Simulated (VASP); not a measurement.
## GaSb: single point with LDA

GaSb:

```
Ga Sb
1.0
    -2.75343    2.75343    1.58010
     2.75343   -2.75343    1.58010
     2.75343    2.75343   -1.58010
Ga Sb
1 1
Direct
  0.25000 0.75000 0.50000
  0.00000 0.00000 0.00000
```

```
Program                : VASP 6.6.1
Task                   : single point
Functional             : LDA
Potentials or basis    : VASP PAW LDA potentials, release 64 (Ga_d, Sb)
Cutoff                 : 520 eV
k mesh                 : 8 × 8 × 8
Occupations            : gaussian, width 0.02 eV
Spin                   : no spin polarisation
Dipole correction      : no
Further INCAR settings : ALGO = Normal; EDIFF = 1e-06; NBANDS = 16
```

* Pressure: -3.9 GPa
* Band gap on the k mesh: zero (band 9 reaches 8.21 eV, above the bottom of band 10 at 4.40 eV)

Stress tensor (GPa, compression positive):
```
-4.68  0.00  0.00
 0.00 -4.68  0.00
 0.00  0.00 -2.24
```

Levels at points of the mesh, in eV from the Fermi level:
| k point | band 7 | band 8 | band 9 | band 10 | band 11 | band 12 |
| --- | --- | --- | --- | --- | --- | --- |
| (0.00, 0.00, 0.00) | -3.07 | -1.88 | -1.88 | 3.46 | 5.09 | 7.03 |
| (0.50, 0.00, 0.00) | -5.62 | -2.48 | -1.46 | -1.18 | 2.45 | 3.23 |
| (0.50, 0.50, 0.00) | -8.09 | 0.00 | 1.76 | 2.06 | 2.31 | 4.62 |
| (0.50, 0.50, 0.50) | -6.02 | -4.96 | -4.96 | 3.55 | 5.02 | 10.23 |

It took 22 s on 1 thread of Intel Xeon 6975P-C (shared host), peak memory 0.18 GiB.

Caveat: spin-orbit coupling is left out, which moves the levels of the heavy elements.
